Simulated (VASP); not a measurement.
# LiSm (Fm-3m) in VASP: further runs

The runs below take LiSm through single point, relaxation of cell and atoms, with PBE.

All numbers are computed with VASP 6.6.1; they aren't measurements. Logs are shortened: lines on timing, memory, paths and dates and some standing lists are left out, and cuts for length are marked.

## 1. The cell of the first run

It takes space group Fm-3m (No. 225, cubic). The conventional cell has a = 5.097 Å, b = 5.097 Å, c = 5.097 Å, α = 90.00°, β = 90.00°, γ = 90.00°. Within 3.4 Å of Li (site symmetry m-3m) lie 6 Sm at 2.55 Å. Sm (site symmetry m-3m) has 6 Li at 2.55 Å within 3.4 Å.

The cell was generated, and may not be a known phase.

## 2. Single point, PBE

The input, INCAR:

```
  PREC = Accurate
  ENCUT = 750
  EDIFF = 1E-6
  ISMEAR = 0
  SIGMA = 0.1
  LREAL = F
  LASPH = T
  NELM = 200
  ALGO = Normal
  ISIF = 2
  LWAVE = F
  LCHARG = T
  GGA = PE
  LELF = T
  LVHAR = T
  NBANDS = 14
  GGA_COMPAT = F
  LMAXMIX = 6
```

The input, KPOINTS:

```
Automatic mesh
0
Gamma
  6 6 6
```

The input, POSCAR:

```
LiSm
1.0
    0.0000000000      2.5482811800      2.5482811800
    2.5482811800      0.0000000000      2.5482811800
    2.5482811800      2.5482811800      0.0000000000
Li Sm
1 1
Direct
    0.5000000000      0.5000000000      0.5000000000
    0.0000000000      0.0000000000      0.0000000000
```

Potentials or basis: VASP PAW PBE potentials, release 64 (Li_sv, Sm_3), 4f in core.

Launch:

```
cat potpaw_PBE.64/Li_sv/POTCAR potpaw_PBE.64/Sm_3/POTCAR > POTCAR
mpirun -np 1 vasp_std > vasp.out
```

OUTCAR:

```text
PREC = Accurate
   ENCUT = 750
   EDIFF = 1E-6
   ISMEAR = 0
   LREAL = F
   LASPH = T
   NELM = 200
   ISIF = 2
   GGA = PE

 ion  position               nearest neighbor table
   1  0.500  0.500  0.500-   2 2.55   2 2.55   2 2.55   2 2.55   2 2.55   2 2.55
   2  0.000  0.000  0.000-   1 2.55   1 2.55   1 2.55   1 2.55   1 2.55   1 2.55

  LATTYP: Found a face centered cubic cell.
 ALAT       =     5.0965623600

  Lattice vectors:

 A1 = (   0.0000000000,   2.5482811800,   2.5482811800)
 A2 = (   2.5482811800,   0.0000000000,   2.5482811800)
 A3 = (   2.5482811800,   2.5482811800,   0.0000000000)

Analysis of symmetry for initial positions (statically):
=====================================================================
 Subroutine PRICEL returns:
 Original cell was already a primitive cell.

 Routine SETGRP: Setting up the symmetry group for a
 face centered cubic supercell.

 Subroutine GETGRP returns: Found 48 space group operations
 (whereof 48 operations were pure point group operations)
 out of a pool of 48 trial point group operations.

The static configuration has the point symmetry O_h .

Analysis of symmetry for dynamics (positions and initial velocities):
=====================================================================
 Subroutine PRICEL returns:
 Original cell was already a primitive cell.

 Routine SETGRP: Setting up the symmetry group for a
 face centered cubic supercell.

 Subroutine GETGRP returns: Found 48 space group operations
 (whereof 48 operations were pure point group operations)
 out of a pool of 48 trial point group operations.

The dynamic configuration has the point symmetry O_h .

 Subroutine INISYM returns: Found 48 space group operations
 (whereof 48 operations are pure point group operations),
 and found     1 'primitive' translations

----------------------------------------------------------------------------------------

                                     Primitive cell

  volume of cell :      33.0957

  direct lattice vectors                    reciprocal lattice vectors
     0.000000000  2.548281180  2.548281180    -0.196210687  0.196210687  0.196210687
     2.548281180  0.000000000  2.548281180     0.196210687 -0.196210687  0.196210687
     2.548281180  2.548281180  0.000000000     0.196210687  0.196210687 -0.196210687

  length of vectors
     3.603813805  3.603813805  3.603813805     0.339846878  0.339846878  0.339846878

  position of ions in fractional coordinates (direct lattice)
     0.500000000  0.500000000  0.500000000
     0.000000000  0.000000000  0.000000000

  ion indices of the primitive-cell ions
   primitive index   ion index
                 1           1
                 2           2

----------------------------------------------------------------------------------------

 KPOINTS: Automatic mesh

Automatic generation of k-mesh.
 Grid dimensions read from file:
 generate k-points for:    6    6    6

 Generating k-lattice:

  Cartesian coordinates                     Fractional coordinates (reciprocal lattice)
    -0.032701781  0.032701781  0.032701781     0.166666667  0.000000000  0.000000000
     0.032701781 -0.032701781  0.032701781     0.000000000  0.166666667  0.000000000
     0.032701781  0.032701781 -0.032701781     0.000000000  0.000000000  0.166666667

  Length of vectors
     0.056641146  0.056641146  0.056641146

  Shift w.r.t. Gamma in fractional coordinates (k-lattice)
     0.000000000  0.000000000  0.000000000

 Subroutine IBZKPT returns following result:
 ===========================================

 Found     16 irreducible k-points:

 Following reciprocal coordinates:
            Coordinates               Weight
  0.000000  0.000000  0.000000      1.000000
  0.166667  0.000000  0.000000      8.000000
  0.333333  0.000000  0.000000      8.000000
  0.500000  0.000000  0.000000      4.000000
  0.166667  0.166667  0.000000      6.000000
  0.333333  0.166667  0.000000     24.000000
[... 8 lines left out ...]
 -0.333333  0.333333  0.166667     24.000000
 -0.333333  0.500000  0.166667     12.000000
   k-points           NKPTS =     16   k-points in BZ     NKDIM =     16   number of bands    NBANDS=     14
   number of dos      NEDOS =    301   number of ions     NIONS =      2
   total plane-waves  NPLWV =  32768
   dimension x,y,z NGX =    32 NGY =   32 NGZ =   32
   dimension x,y,z NGXF=    64 NGYF=   64 NGZF=   64
   ions per type =               1   1
   NGX,Y,Z   is equivalent  to a cutoff of  14.76, 14.76, 14.76 a.u.
   NGXF,Y,Z  is equivalent  to a cutoff of  29.52, 29.52, 29.52 a.u.
 SYSTEM =  unknown system
   PREC   = accura    normal or accurate (medium, high low for compatibility)
   ISTART =      0    job   : 0-new  1-cont  2-samecut
   ICHARG =      2    charge: 1-file 2-atom 10-const
   ISPIN  =      1    spin polarized calculation?
   LNONCOLLINEAR =      F non collinear calculations
   LSORBIT =      F    spin-orbit coupling
   LASPH  =      T    aspherical Exc in radial PAW
   ENCUT  =  750.0 eV  55.12 Ry    7.42 a.u.   8.05  8.05  8.05*2*pi/ulx,y,z
   NELM   =    200;   NELMIN=  2; NELMDL= -5     # of ELM steps
   EDIFF  = 0.1E-05   stopping-criterion for ELM
   LREAL  =      F    real-space projection
[... 7 lines left out ...]
   TEBEG  =    0.0;   TEEND  =   0.0 temperature during run
   PSTRESS=    0.0 pullay stress
   NELECT =      14.0000    total number of electrons
   NUPDOWN=      -1.0000    fix difference up-down
   EMIN   =  10.00;   EMAX   =-10.00  energy-range for DOS
   EFERMI =   0.00;   METHOD = LEGACY
   ISMEAR =     0;   SIGMA  =   0.10  broadening in eV -4-tet -1-fermi 0-gaus
   EFERMI_NEDOS =   21; number of points for ismear=-14 and -15
   IALGO  =     38    algorithm
   IMIX   =      4    mixing-type and parameters
     AMIX     =   0.40;   BMIX     =  1.00
     AMIX_MAG =   1.60;   BMIX_MAG =  1.00
  volume/ion in A,a.u.               =      16.55       111.67
  Fermi-wavevector in a.u.,A,eV,Ry     =   1.228929  2.322339 20.548427  1.510267
  Thomas-Fermi vector in A             =   2.363836
   LORBIT       =      0    0 simple, 1 ext, 2 COOP (PROOUT), +10 PAW based schemes
   GGA     = PE    functional components
   LHFCALC =     F    Hartree Fock is set to
   AEXX    =    0.0000 exact exchange contribution
   IVDW    =     0    specifies the selected vdW correction
   LEPSILON=     F    determine dielectric tensor
   LRPA    =     F    only Hartree local field effects (RPA)
 non-spin polarized calculation
 Gauss-broadening in eV      SIGMA  =   0.10
  energy-cutoff  :      750.00
  volume of cell :       33.10
 maximum number of plane-waves:      1572
   NGX = 17   NGY = 17   NGZ = 17

 number of electron      14.0000001 magnetization

 Free energy of the ion-electron system (eV)
  ---------------------------------------------------
  ext. energy  EPLUGINS =         0.00000000
  ---------------------------------------------------
  free energy    TOTEN  =        -3.84943720 eV

  energy without entropy =       -3.84023573  energy(sigma->0) =       -3.84483647

 E-fermi :   4.7893     XC(G=0): -10.7345

 val. band max:        4.6724694704   @ k =   0.5000   0.0000   0.0000
 cond. band min:       4.8237505930   @ k =   0.3333   0.3333   0.0000
 fundamental gap:      0.1512811226
 Fermi energy:         4.7892590127

 k-point     1 :       0.0000    0.0000    0.0000
  band No.  band energies     occupation
      1     -42.2286      2.00000
      2     -35.5844      2.00000
      3     -14.7198      2.00000
      4     -14.7198      2.00000
      5     -14.7198      2.00000
      6       0.3980      2.00000
      7       6.0712      0.00000
      8       6.0712      0.00000
      9       6.0712      0.00000
     10       8.1736      0.00000
     11       8.1736      0.00000
     12      11.9466      0.00000
     13      11.9466      0.00000
     14      11.9466      0.00000

 k-point     2 :       0.1667    0.0000    0.0000
  band No.  band energies     occupation
      1     -42.2248      2.00000
      2     -35.5637      2.00000
      3     -14.9904      2.00000
      4     -14.7522      2.00000
      5     -14.7522      2.00000
      6       1.0031      2.00000
      7       5.3441      0.00000
      8       6.1203      0.00000
      9       6.1203      0.00000
     10       7.5453      0.00000
     11       7.5453      0.00000
     12      12.3282      0.00000
     13      14.0936      0.00000
     14      14.0936      0.00000

 k-point     3 :       0.3333    0.0000    0.0000
  band No.  band energies     occupation
      1     -42.2172      2.00000
      2     -35.5217      2.00000
      3     -15.4919      2.00000
      4     -14.8158      2.00000
      5     -14.8158      2.00000
      6       1.5947      2.00000
      7       5.1319      0.00000
      8       5.1319      0.00000
      9       5.6970      0.00000
     10       8.9385      0.00000
     11       8.9385      0.00000
     12      12.7949      0.00000
     13      15.9756      0.00000
     14      17.8842      0.00000

 k-point     4 :       0.5000    0.0000    0.0000
  band No.  band energies     occupation
      1     -42.2134      2.00000
      2     -35.5005      2.00000
      3     -15.7261      2.00000
      4     -14.8470      2.00000
      5     -14.8470      2.00000
      6       1.5027      2.00000
      7       4.6725      1.90140
      8       4.6725      1.90139
      9       7.0493      0.00000
     10      10.3744      0.00000
     11      10.3744      0.00000
     12      12.7273      0.00000
     13      13.9281      0.00000
     14      16.4187      0.00000

 k-point     5 :       0.1667    0.1667    0.0000
  band No.  band energies     occupation
      1     -42.2238      2.00000
      2     -35.5560      2.00000
      3     -14.9734      2.00000
      4     -14.8218      2.00000
      5     -14.8218      2.00000
      6       1.3157      2.00000
      7       4.9949      0.00363
      8       5.9291      0.00000
      9       6.5428      0.00000
     10       6.5428      0.00000
     11       8.5737      0.00000
[... 140 lines left out ...]
 k-point    14 :       0.5000    0.3333    0.1667
  band No.  band energies     occupation
      1     -42.2140      2.00000
      2     -35.4876      2.00000
      3     -15.5005      2.00000
      4     -15.1721      2.00000
      5     -14.9485      2.00000
      6       3.3548      2.00000
      7       4.0424      2.00000
      8       4.4012      2.00000
      9       6.5696      0.00000
     10       8.5499      0.00000
     11      11.2260      0.00000
     12      13.2111      0.00000
     13      13.6832      0.00000
     14      17.7644      0.00000

 k-point    15 :      -0.3333    0.3333    0.1667
  band No.  band energies     occupation
      1     -42.2120      2.00000
      2     -35.4716      2.00000
      3     -15.5411      2.00000
      4     -15.3026      2.00000
      5     -15.0039      2.00000
      6       3.3834      2.00000
      7       4.2403      2.00000
      8       5.1701      0.00000
      9       5.8486      0.00000
     10       9.6091      0.00000
     11      11.2390      0.00000
     12      11.8221      0.00000
     13      15.1045      0.00000
     14      17.2578      0.00000

 k-point    16 :      -0.3333    0.5000    0.1667
  band No.  band energies     occupation
      1     -42.2118      2.00000
      2     -35.4611      2.00000
      3     -15.5996      2.00000
      4     -15.2835      2.00000
      5     -15.0974      2.00000
      6       3.7500      2.00000
      7       3.7766      2.00000
      8       5.3527      0.00000
      9       6.4145      0.00000
     10      10.7614      0.00000
     11      11.4252      0.00000
     12      11.6772      0.00000
     13      12.4745      0.00000
     14      16.5575      0.00000

------------------------ aborting loop because EDIFF is reached ----------------------------------------

  FORCE on cell =-STRESS in cart. coord.  units (eV):
  Direction    XX          YY          ZZ          XY          YZ          ZX
  --------------------------------------------------------------------------------------
  -------------------------------------------------------------------------------------
  Total        5.7506386      5.7506386      5.7506386      0.0000000     -0.0000000      0.0000000
  in kB      278.3906369    278.3906369    278.3906369      0.0000000     -0.0000000      0.0000000
  external PRESSURE =     278.3906369 kB  Pullay stress =       0.0000000 kB

 VOLUME and BASIS-vectors are now :
 -----------------------------------------------------------------------------
  energy-cutoff  :      750.00
  volume of cell :       33.10
      direct lattice vectors                 reciprocal lattice vectors
     0.000000000  2.548281180  2.548281180    -0.196210687  0.196210687  0.196210687
     2.548281180  0.000000000  2.548281180     0.196210687 -0.196210687  0.196210687
     2.548281180  2.548281180  0.000000000     0.196210687  0.196210687 -0.196210687

 POSITION                                       TOTAL-FORCE (eV/Angst)
 -----------------------------------------------------------------------------------
      2.54828      2.54828      2.54828        -0.000000      0.000000     -0.000000
      0.00000      0.00000      0.00000         0.000000     -0.000000      0.000000
 -----------------------------------------------------------------------------------
    total drift:                                0.000000     -0.000000      0.000000

  FREE ENERGIE OF THE ION-ELECTRON SYSTEM (eV)
  ---------------------------------------------------
  free  energy   TOTEN  =        -3.8494371997 eV

  energy  without entropy=       -3.8402357319  energy(sigma->0) =       -3.84483647
```

Wall time 8.3 s (1 thread of AMD EPYC 9R45 (Zen 5), shared host); peak memory 0.16 GiB.

Results:

| Item | Value |
| --- | --- |
| Free energy | -3.8494 eV |
| Pressure | 27.8 GPa |
| Band gap on the k mesh | zero (bands 7 and 8 overlap by 1.67 eV) |

Caveat: the cell stands under pressure; spin-orbit coupling is left out, which moves the levels of the heavy elements; the 4f electrons are frozen in the core, so they carry no moment and show no levels.

## 3. Single point, PBE

This run uses another cell than the first one, of 29.67 Å³/atom.

The input, INCAR:

```
SYSTEM = LiSm
ALGO = Normal
EDIFF = 1E-6
ENCUT = 750
GGA = PE
GGA_COMPAT = .False.
ISIF = 2
ISMEAR = 0
LASPH = .True.
LCHARG = .False.
LMAXMIX = 6
LREAL = .False.
LWAVE = .False.
NBANDS = 14
NELM = 200
PREC = Accurate
SIGMA = 0.1
```

The input, KPOINTS:

```
k-points
0
Gamma
  6 6 6
  0 0 0
```

The input, POSCAR:

```
LiSm
1.0
    0.0000000000      3.0958329768      3.0958329768
    3.0958329768      0.0000000000      3.0958329768
    3.0958329768      3.0958329768      0.0000000000
Li Sm
1 1
Direct
    0.5000000000      0.5000000000      0.5000000000
    0.0000000000      0.0000000000      0.0000000000
```

Potentials or basis: VASP PAW PBE potentials, release 64 (Li_sv, Sm_3), 4f in core.

Launch:

```
cat potpaw_PBE.64/Li_sv/POTCAR potpaw_PBE.64/Sm_3/POTCAR > POTCAR
mpirun -np 1 vasp_std > vasp.out
```

It took 16 s on 1 thread of AMD EPYC 9R45 (Zen 5), shared host; peak memory 0.22 GiB.

Results (log left out):

```
Free energy            : -5.4961 eV
Pressure               : 0.1 GPa
Band gap on the k mesh : zero (bands 7 and 8 overlap by 1.31 eV)
```

Levels at points of the mesh, in eV from the Fermi level:
```csv
k point,band 4,band 5,band 6,band 7,band 8,band 9,band 10,band 11
"(0.00, 0.00, 0.00)",-20.96,-20.96,-3.83,1.22,1.22,1.22,2.15,2.15
"(0.50, 0.00, 0.00)",-20.98,-20.98,-2.02,0.00,0.44,0.44,3.21,3.21
"(0.50, 0.50, 0.00)",-21.01,-21.01,-1.23,-0.34,0.18,3.03,3.30,3.30
```

Caveat: spin-orbit coupling is left out, which moves the levels of the heavy elements; the 4f electrons are frozen in the core, so they carry no moment and show no levels.

(Continued in part 2 of 2.)

The gap in the log of VASP goes by the Fermi energy; the results here count the filled bands.